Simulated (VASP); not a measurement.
# NiSb (P6_3/mmc) in VASP: a series of runs

Aim: see how the results for NiSb move with the level of theory and the settings. Levels: revPBE+D4, RPBE, revPBE. Tasks: single point.

Program: VASP 6.6.1. These are calculated values, not measurements. Logs are shortened: lines on timing, memory, paths and dates and some standing lists are left out, and cuts for length are marked.

## 1. The cell of the first run

The structure is hexagonal, space group P6_3/mmc (No. 194). Conventional cell: a = 3.937 Å, b = 3.937 Å, c = 5.148 Å, α = 90.00°, β = 90.00°, γ = 120.00°. Within 3.4 Å of Ni (site symmetry -3m) lie 2 Ni at 2.57 Å and 6 Sb at 2.61 Å. Within 3.4 Å of Sb (site symmetry -6m2) lie 6 Ni at 2.61 Å.

## 2. Single point, revPBE+D4, collinear spin, ferromagnetic start

INCAR

```
SYSTEM = NiSb
PREC = Accurate
ENCUT = 520
EDIFF = 1E-6
ISMEAR = 0
SIGMA = 0.05
LREAL = .FALSE.
LASPH = .TRUE.
NELM = 150
ALGO = Normal
ISIF = 2
LWAVE = .FALSE.
LCHARG = .FALSE.
ISPIN = 2
MAGMOM = 0.05 0.05 0 0
LORBIT = 11
LMAXMIX = 4
GGA = RE
IVDW = 13
NBANDS = 27
```

KPOINTS

```
Automatic mesh
0
G
  8 8 6
  0 0 0
```

POSCAR

```
NiSb
1.0
    3.9369555909      0.0000000000      0.0000000000
   -1.9684777954      3.4095035553      0.0000000000
    0.0000000000      0.0000000000      5.1479527748
Ni Sb
2 2
Direct
    0.0000000000      0.0000000000      0.0000000000
    0.0000000000      0.0000000000      0.5000000000
    0.3333333333      0.6666666667      0.2500000000
    0.6666666667      0.3333333333      0.7500000000
```

Potentials or basis: VASP PAW PBE potentials, release 64 (Ni, Sb).

On the command line:

```console
> cat potpaw_PBE.64/Ni/POTCAR potpaw_PBE.64/Sb/POTCAR > POTCAR
> mpirun -np 1 vasp_std > vasp.out
```

OUTCAR:

```text
SYSTEM = NiSb
   PREC = Accurate
   ENCUT = 520
   EDIFF = 1E-6
   ISMEAR = 0
   LREAL = .FALSE.
   LASPH = .TRUE.
   NELM = 150
   ISIF = 2
   ISPIN = 2
   LORBIT = 11
   GGA = RE
   IVDW = 13

 ion  position               nearest neighbor table
   1  0.000  0.000  0.000-   2 2.57   2 2.57   4 2.61   3 2.61   3 2.61   4 2.61   4 2.61   3 2.61

   2  0.000  0.000  0.500-   1 2.57   1 2.57   4 2.61   3 2.61   3 2.61   4 2.61   4 2.61   3 2.61

   3  0.333  0.667  0.250-   1 2.61   2 2.61   1 2.61   2 2.61   1 2.61   2 2.61   4 3.43   4 3.43
                             4 3.43   4 3.43   4 3.43   4 3.43
   4  0.667  0.333  0.750-   1 2.61   2 2.61   1 2.61   2 2.61   1 2.61   2 2.61   3 3.43   3 3.43
                             3 3.43   3 3.43   3 3.43   3 3.43

  LATTYP: Found a hexagonal cell.
 ALAT       =     3.9369555909
 C/A-ratio  =     1.3075973696

  Lattice vectors:

 A1 = (   3.9369555909,   0.0000000000,   0.0000000000)
 A2 = (  -1.9684777954,   3.4095035553,   0.0000000000)
 A3 = (   0.0000000000,   0.0000000000,   5.1479527748)

Analysis of symmetry for initial positions (statically):
=====================================================================
 Subroutine PRICEL returns:
 Original cell was already a primitive cell.

 Routine SETGRP: Setting up the symmetry group for a
 hexagonal supercell.

 Subroutine GETGRP returns: Found 24 space group operations
 (whereof 12 operations were pure point group operations)
 out of a pool of 24 trial point group operations.

The static configuration has the point symmetry D_3d.
 The point group associated with its full space group is D_6h.

Analysis of symmetry for dynamics (positions and initial velocities):
=====================================================================
 Subroutine PRICEL returns:
 Original cell was already a primitive cell.

 Routine SETGRP: Setting up the symmetry group for a
 hexagonal supercell.

 Subroutine GETGRP returns: Found 24 space group operations
 (whereof 12 operations were pure point group operations)
 out of a pool of 24 trial point group operations.

The dynamic configuration has the point symmetry D_3d.
 The point group associated with its full space group is D_6h.

Analysis of structural, dynamic, and magnetic symmetry:
=====================================================================
 Subroutine PRICEL returns:
 Original cell was already a primitive cell.

 Routine SETGRP: Setting up the symmetry group for a
 hexagonal supercell.

 Subroutine GETGRP returns: Found 24 space group operations
 (whereof 12 operations were pure point group operations)
 out of a pool of 24 trial point group operations.

[... 137 lines left out ...]
 Gauss-broadening in eV      SIGMA  =   0.05
  energy-cutoff  :      520.00
  volume of cell :       69.10
 maximum number of plane-waves:      1892
 NGX is ok and might be reduce to    30
   NGX = 15   NGY = 15   NGZ = 19

 number of electron      30.0000029 magnetization       0.0001847

 number of electron      30.0000029 magnetization      -0.0000216

 Free energy of the ion-electron system (eV)
  ---------------------------------------------------
  ext. energy  EPLUGINS =         0.00000000
  ---------------------------------------------------
  free energy    TOTEN  =       -18.77061198 eV

  energy without entropy =      -18.76840363  energy(sigma->0) =      -18.76950781

 E-fermi :  10.0568     XC(G=0): -11.4325

 val. band max:       10.0568096031   @ k =   0.3750   0.2500   0.0000
 cond. band min:      10.0970841907   @ k =   0.3750   0.1250   0.0000
 fundamental gap:      0.0402745877
 Fermi energy:        10.0568153825

 spin component 1

 k-point     1 :       0.0000    0.0000    0.0000
  band No.  band energies     occupation
      1      -2.9059      1.00000
      2       1.5837      1.00000
      3       3.7868      1.00000
      4       6.1308      1.00000
      5       6.1308      1.00000
      6       6.8988      1.00000
[... 709 lines left out ...]
     26      21.0297      0.00000
     27      21.6202      0.00000

 [... further k-points ...]

 spin component 2

 k-point     1 :       0.0000    0.0000    0.0000
  band No.  band energies     occupation
      1      -2.9059      1.00000
      2       1.5837      1.00000
      3       3.7868      1.00000
      4       6.1308      1.00000
      5       6.1308      1.00000
      6       6.8989      1.00000
[... 709 lines left out ...]
     26      21.0297      0.00000
     27      21.6202      0.00000

 [... further k-points ...]

------------------------ aborting loop because EDIFF is reached ----------------------------------------

  DFT-D4 for vdW energy calculation

  Edisp (eV):   -3.59725

  FORCE on cell =-STRESS in cart. coord.  units (eV):
  Direction    XX          YY          ZZ          XY          YZ          ZX
  --------------------------------------------------------------------------------------
  -------------------------------------------------------------------------------------
  Total      -1.18836    -1.18836    -1.03050    -0.00000    -0.00000     0.00000
  in kB     -27.55330   -27.55330   -23.89316    -0.00000    -0.00000     0.00000
  external pressure =      -26.33 kB  Pullay stress =        0.00 kB

 VOLUME and BASIS-vectors are now :
 -----------------------------------------------------------------------------
  energy-cutoff  :      520.00
  volume of cell :       69.10
      direct lattice vectors                 reciprocal lattice vectors
     3.936955591  0.000000000  0.000000000     0.254003373  0.146648916  0.000000000
    -1.968477795  3.409503555  0.000000000     0.000000000  0.293297832  0.000000000
     0.000000000  0.000000000  5.147952775     0.000000000  0.000000000  0.194251976

 POSITION                                       TOTAL-FORCE (eV/Angst)
 -----------------------------------------------------------------------------------
      0.00000      0.00000      0.00000        -0.000000      0.000000     -0.000000
      0.00000      0.00000      2.57398         0.000000      0.000000     -0.000000
     -0.00000      2.27300      1.28699        -0.000000      0.000000     -0.000000
      1.96848      1.13650      3.86096         0.000000     -0.000000      0.000000
 -----------------------------------------------------------------------------------
    total drift:                                0.000000     -0.000000     -0.000000

  FREE ENERGIE OF THE ION-ELECTRON SYSTEM (eV)
  ---------------------------------------------------
  free  energy   TOTEN  =       -22.3678606265 eV

  energy  without entropy=      -22.3656522682  energy(sigma->0) =      -22.36675645

 total charge

# of ion       s       p       d       tot
------------------------------------------
    1        0.444   0.475   8.458   9.378
    2        0.444   0.475   8.458   9.378
    3        1.130   1.215   0.075   2.419
    4        1.130   1.215   0.075   2.419
--------------------------------------------------
tot          3.148   3.379  17.066  23.594

 magnetization (x)

# of ion       s       p       d       tot
------------------------------------------
    1       -0.000   0.000  -0.000  -0.000
    2       -0.000   0.000  -0.000  -0.000
    3       -0.000  -0.000  -0.000  -0.000
    4       -0.000  -0.000  -0.000  -0.000
--------------------------------------------------
tot         -0.000  -0.000  -0.000  -0.000
```

stdout:

```text
POSCAR found type information on POSCAR NiSb
 POSCAR found :  2 types and       4 ions
 scaLAPACK will be used
 -----------------------------------------------------------------------------
|                                                                             |
|                                                                             |
|     You enforced a specific xc type in the INCAR file but a different       |
|     I HOPE YOU KNOW WHAT YOU ARE DOING!                                     |
|                                                                             |
 -----------------------------------------------------------------------------

 LDA part: xc-table for (Slater+PW92), standard interpolation
 POSCAR, INCAR and KPOINTS ok, starting setup
 FFT: planning ... GRIDC
 FFT: planning ... GRID_SOFT
 FFT: planning ... GRID
 WAVECAR not read
 entering main loop
```

Wall time 3.9 min (1 thread of AMD EPYC 9755, shared host); peak memory 0.24 GiB.

Results:

| Quantity | Value |
| --- | --- |
| Free energy | -22.3679 eV |
| Pressure | -2.6 GPa |
| Band gap on the k mesh | zero (filled and empty bands overlap) |
| Net moment | 0.00 μB per cell |
| Valence electrons inside the program's atomic spheres | Ni 9.38; Sb 2.42 |
| Dispersion energy per atom | -0.899 eV |

Stress tensor (GPa, compression positive):
```
-2.76  0.00  0.00
 0.00 -2.76  0.00
 0.00  0.00 -2.39
```

Levels at points of the mesh, in eV from the Fermi level:
Spin up:
```tsv
k point	band 11	band 12	band 13	band 14	band 15	band 16	band 17	band 18	band 19	band 20
(0.00, 0.00, 0.00)	-1.37	-1.37	-0.09	0.55	0.55	2.43	2.43	3.11	3.95	5.27
(0.50, 0.00, 0.00)	-2.11	-1.88	-1.62	-1.43	-1.36	-0.40	1.07	3.38	3.90	5.27
(0.00, 0.00, 0.50)	-2.11	-2.11	0.19	0.19	2.02	2.02	2.02	2.02	5.13	5.13
(0.50, 0.00, 0.50)	-1.94	-1.94	-1.84	-1.84	0.15	0.15	1.64	1.64	5.09	5.09
```
Spin down:
```tsv
k point	band 11	band 12	band 13	band 14	band 15	band 16	band 17	band 18	band 19	band 20
(0.00, 0.00, 0.00)	-1.37	-1.37	-0.09	0.55	0.55	2.43	2.43	3.11	3.95	5.27
(0.50, 0.00, 0.00)	-2.11	-1.88	-1.62	-1.43	-1.36	-0.40	1.07	3.38	3.90	5.27
(0.00, 0.00, 0.50)	-2.11	-2.11	0.19	0.19	2.02	2.02	2.02	2.02	5.13	5.13
(0.50, 0.00, 0.50)	-1.94	-1.94	-1.84	-1.84	0.15	0.15	1.64	1.64	5.09	5.09
```

Caveat: the PAW data sets were made with another functional, which shifts forces and pressure a little; spin-orbit coupling is left out, which moves the levels of the heavy elements; pairwise dispersion overbinds metals, which lowers pressure and volume.

[end of part 1 of 2]
